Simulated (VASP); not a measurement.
# Cr5Au (F-43m) in VASP: single point with r2SCAN

Aim: the single point of Cr5Au with r2SCAN.

All numbers are computed with VASP 6.6.1; they aren't measurements. Logs are shortened: lines on timing, memory, paths and dates and some standing lists are left out, and cuts for length are marked.

**1. The cell of the first run**

The structure is cubic, space group F-43m (No. 216). The conventional cell has a = 6.815 Å, b = 6.815 Å, c = 6.815 Å, α = 90.00°, β = 90.00°, γ = 90.00°. Cr (site symmetry 3m) has 9 Cr at 2.41 to 2.83 Å and 3 Au at 2.83 Å within 3.2 Å. Cr (site symmetry -43m) has 12 Cr at 2.83 Å and 4 Au at 2.95 Å within 3.7 Å. Au (site symmetry -43m) has 16 Cr at 2.83 to 2.95 Å within 3.7 Å.

**2. Single point, r2SCAN**

POSCAR

```
Cr5Au
1.0
    0.0000000000      3.4074720000      3.4074720000
    3.4074720000      0.0000000000      3.4074720000
    3.4074720000      3.4074720000      0.0000000000
Cr Au
5 1
Direct
    0.6250000000      0.6250000000      0.6250000000
    0.1250000000      0.6250000000      0.6250000000
    0.6250000000      0.6250000000      0.1250000000
    0.6250000000      0.1250000000      0.6250000000
    0.2500000000      0.2500000000      0.2500000000
    0.0000000000      0.0000000000      0.0000000000
```

INCAR.step1

```
SYSTEM = Cr5Au
  PREC = Accurate
  ENCUT = 520
  ISMEAR = -1
  SIGMA = 0.0958
  LREAL = .FALSE.
  LASPH = .TRUE.
  NELM = 60
  NBANDS = 44
  GGA = PE
  ALGO = Normal
  EDIFF = 1E-4
  LWAVE = .TRUE.
  LCHARG = .FALSE.
```

INCAR.step2

```
SYSTEM = Cr5Au
  PREC = Accurate
  ENCUT = 520
  EDIFF = 1E-6
  ISMEAR = -1
  SIGMA = 0.0958
  LREAL = .FALSE.
  LASPH = .TRUE.
  NELM = 60
  ALGO = Normal
  ISIF = 2
  LWAVE = .FALSE.
  LCHARG = .FALSE.
  METAGGA = R2SCAN
  LMIXTAU = .TRUE.
  NBANDS = 44
  ISTART = 1
```

KPOINTS

```
regular mesh
0
G
  9 9 9
  0 0 0
```

Potentials or basis: VASP PAW PBE potentials, release 64 (Cr_pv, Au).

On the command line:

```bash
$ cat potpaw_PBE.64/Cr_pv/POTCAR potpaw_PBE.64/Au/POTCAR > POTCAR
$ cp INCAR.step1 INCAR
$ mpirun -np 1 vasp_std > vasp.out
$ cp INCAR.step2 INCAR
$ mpirun -np 1 vasp_std > vasp.out
```

OUTCAR:

```text
SYSTEM = Cr5Au
   PREC = Accurate
   ENCUT = 520
   EDIFF = 1E-6
   ISMEAR = -1
   LREAL = .FALSE.
   LASPH = .TRUE.
   NELM = 60
   ISIF = 2
   METAGGA = R2SCAN
   ISTART = 1

 ion  position               nearest neighbor table
   1  0.625  0.625  0.625-   2 2.41   3 2.41   4 2.41   3 2.41   4 2.41   2 2.41   5 2.83   6 2.83
                             5 2.83   6 2.83   5 2.83   6 2.83
   2  0.125  0.625  0.625-   1 2.41   3 2.41   4 2.41   1 2.41   3 2.41   4 2.41   6 2.83   5 2.83
                             6 2.83   5 2.83   6 2.83   5 2.83
   3  0.625  0.625  0.125-   1 2.41   1 2.41   2 2.41   4 2.41   4 2.41   2 2.41   5 2.83   5 2.83
                             6 2.83   6 2.83   5 2.83   6 2.83
   4  0.625  0.125  0.625-   1 2.41   3 2.41   1 2.41   2 2.41   3 2.41   2 2.41   6 2.83   5 2.83
                             5 2.83   6 2.83   5 2.83   6 2.83
   5  0.250  0.250  0.250-   2 2.83   3 2.83   4 2.83   1 2.83   2 2.83   4 2.83   1 2.83   2 2.83
                             3 2.83   1 2.83   3 2.83   4 2.83   6 2.95   6 2.95   6 2.95   6 2.95
   6  0.000  0.000  0.000-   1 2.83   3 2.83   4 2.83   1 2.83   2 2.83   3 2.83   1 2.83   2 2.83
                             4 2.83   2 2.83   3 2.83   4 2.83   5 2.95   5 2.95   5 2.95   5 2.95

  LATTYP: Found a face centered cubic cell.
 ALAT       =     6.8149440000

  Lattice vectors:

 A1 = (   0.0000000000,   3.4074720000,   3.4074720000)
 A2 = (   3.4074720000,   0.0000000000,   3.4074720000)
 A3 = (   3.4074720000,   3.4074720000,   0.0000000000)

Analysis of symmetry for initial positions (statically):
=====================================================================
 Subroutine PRICEL returns:
 Original cell was already a primitive cell.

 Routine SETGRP: Setting up the symmetry group for a
 face centered cubic supercell.

 Subroutine GETGRP returns: Found 24 space group operations
 (whereof 24 operations were pure point group operations)
 out of a pool of 48 trial point group operations.

The static configuration has the point symmetry T_d .

Analysis of symmetry for dynamics (positions and initial velocities):
=====================================================================
 Subroutine PRICEL returns:
 Original cell was already a primitive cell.

 Routine SETGRP: Setting up the symmetry group for a
 face centered cubic supercell.

 Subroutine GETGRP returns: Found 24 space group operations
 (whereof 24 operations were pure point group operations)
 out of a pool of 48 trial point group operations.

The dynamic configuration has the point symmetry T_d .

 Subroutine INISYM returns: Found 24 space group operations
 (whereof 24 operations are pure point group operations),
[... 104 lines left out ...]
   EDIFF  = 0.1E-05   stopping-criterion for ELM
   LREAL  =      F    real-space projection
   EDIFFG = 0.1E-04   stopping-criterion for IOM
   NSW    =      0    number of steps for IOM
   IBRION =     -1    ionic relax: 0-MD 1-quasi-New 2-CG
   NFREE  =      0    steps in history (QN), initial steepest desc. (CG)
   ISIF   =      2    stress and relaxation
   ISYM   =      2    0-nonsym 1-usesym 2-fastsym
   POTIM  = 0.5000    time-step for ionic-motion
   TEBEG  =    0.0;   TEEND  =   0.0 temperature during run
   PSTRESS=    0.0 pullay stress
   NELECT =      71.0000    total number of electrons
   NUPDOWN=      -1.0000    fix difference up-down
   EMIN   =  10.00;   EMAX   =-10.00  energy-range for DOS
   EFERMI =   0.00;   METHOD = LEGACY
   ISMEAR =    -1;   SIGMA  =   0.10  broadening in eV -4-tet -1-fermi 0-gaus
   EFERMI_NEDOS =   21; number of points for ismear=-14 and -15
   IALGO  =     38    algorithm
   IMIX   =      4    mixing-type and parameters
     AMIX     =   0.40;   BMIX     =  1.00
     AMIX_MAG =   1.60;   BMIX_MAG =  1.00
  volume/ion in A,a.u.               =      13.19        89.00
  Fermi-wavevector in a.u.,A,eV,Ry     =   1.579012  2.983899 33.923101  2.493278
  Thomas-Fermi vector in A             =   2.679456
   LORBIT       =      0    0 simple, 1 ext, 2 COOP (PROOUT), +10 PAW based schemes
   METAGGA = R2SCAN    functional components
   LHFCALC =     F    Hartree Fock is set to
   AEXX    =    0.0000 exact exchange contribution
   IVDW    =     0    specifies the selected vdW correction
   LEPSILON=     F    determine dielectric tensor
   LRPA    =     F    only Hartree local field effects (RPA)
 non-spin polarized calculation
  energy-cutoff  :      520.00
  volume of cell :       79.13
 maximum number of plane-waves:      2165
   NGX = 17   NGY = 17   NGZ = 17

 number of electron      71.0000060 magnetization

 Free energy of the ion-electron system (eV)
  ---------------------------------------------------
  ext. energy  EPLUGINS =         0.00000000
  ---------------------------------------------------
  free energy    TOTEN  =      -122.73921783 eV

  energy without entropy =     -122.57665776  energy(sigma->0) =     -122.65793780

 E-fermi :   9.8116     XC(G=0): -14.3348

 val. band max:        9.8024399966   @ k =   0.4444   0.3333   0.0000
 cond. band min:       9.8211648721   @ k =  -0.3333   0.2222   0.0000
 fundamental gap:      0.0187248755
 Fermi energy:         9.8115777800

 k-point     1 :       0.0000    0.0000    0.0000
  band No.  band energies     occupation
      1     -35.5350      2.00000
      2     -35.0862      2.00000
      3     -35.0862      2.00000
      4     -35.0861      2.00000
      5     -34.9235      2.00000
      6     -34.9235      2.00000
[... 1117 lines left out ...]
     43      11.2755      0.00000
     44      11.4318      0.00000

 [... further k-points ...]
[... 5 lines left out ...]
  --------------------------------------------------------------------------------------
  -------------------------------------------------------------------------------------
  Total       -6.2984705     -6.2984705     -6.2984705      0.0000000     -0.0000000     -0.0000000
  in kB     -127.5318917   -127.5318917   -127.5318917      0.0000000     -0.0000000     -0.0000000
  external PRESSURE =    -127.5318917 kB  Pullay stress =       0.0000000 kB

 VOLUME and BASIS-vectors are now :
 -----------------------------------------------------------------------------
  energy-cutoff  :      520.00
  volume of cell :       79.13
      direct lattice vectors                 reciprocal lattice vectors
     0.000000000  3.407472000  3.407472000    -0.146736349  0.146736349  0.146736349
     3.407472000  0.000000000  3.407472000     0.146736349 -0.146736349  0.146736349
     3.407472000  3.407472000  0.000000000     0.146736349  0.146736349 -0.146736349

 POSITION                                       TOTAL-FORCE (eV/Angst)
 -----------------------------------------------------------------------------------
      4.25934      4.25934      4.25934        -0.119767     -0.119767     -0.119767
      4.25934      2.55560      2.55560        -0.119767      0.119767      0.119767
      2.55560      2.55560      4.25934         0.119767      0.119767     -0.119767
      2.55560      4.25934      2.55560         0.119767     -0.119767      0.119767
      1.70374      1.70374      1.70374         0.000000      0.000000      0.000000
      0.00000      0.00000      0.00000         0.000000      0.000000      0.000000
 -----------------------------------------------------------------------------------
    total drift:                                0.000017      0.000017      0.000017

  FREE ENERGIE OF THE ION-ELECTRON SYSTEM (eV)
  ---------------------------------------------------
  free  energy   TOTEN  =      -122.7392178316 eV

  energy  without entropy=     -122.5766577593  energy(sigma->0) =     -122.65793780
```

OUTCAR.step1:

```text
SYSTEM = Cr5Au
   PREC = Accurate
   ENCUT = 520
   ISMEAR = -1
   LREAL = .FALSE.
   LASPH = .TRUE.
[... 1369 lines left out ...]
      2.55560      4.25934      2.55560         0.078112     -0.078112      0.078112
      1.70374      1.70374      1.70374         0.000000      0.000000      0.000000
      0.00000      0.00000      0.00000         0.000000     -0.000000      0.000000
 -----------------------------------------------------------------------------------
    total drift:                               -0.000001     -0.000001     -0.000001

  FREE ENERGIE OF THE ION-ELECTRON SYSTEM (eV)
  ---------------------------------------------------
  free  energy   TOTEN  =       -49.2549719747 eV

  energy  without entropy=      -49.0724994105  energy(sigma->0) =      -49.16373569
```

Run time: 8.7 min. Hardware: 1 thread of Intel Xeon 8259CL, shared host; peak memory 0.25 GiB.

Results:

| Quantity | Value |
| --- | --- |
| Free energy | -122.7392 eV |
| Pressure | -12.8 GPa |
| Band gap on the k mesh | zero (an odd number of electrons rules out a gap without spin polarisation) |

Caveat: the cell stands under tension; the PAW data sets were made with another functional, which shifts forces and pressure a little; spin-orbit coupling is left out, which moves the levels of the heavy elements; the run has no spin polarisation, though such a crystal can be magnetic. Spin polarisation is off, so any magnetic state and its effect on volume and gap are missing.
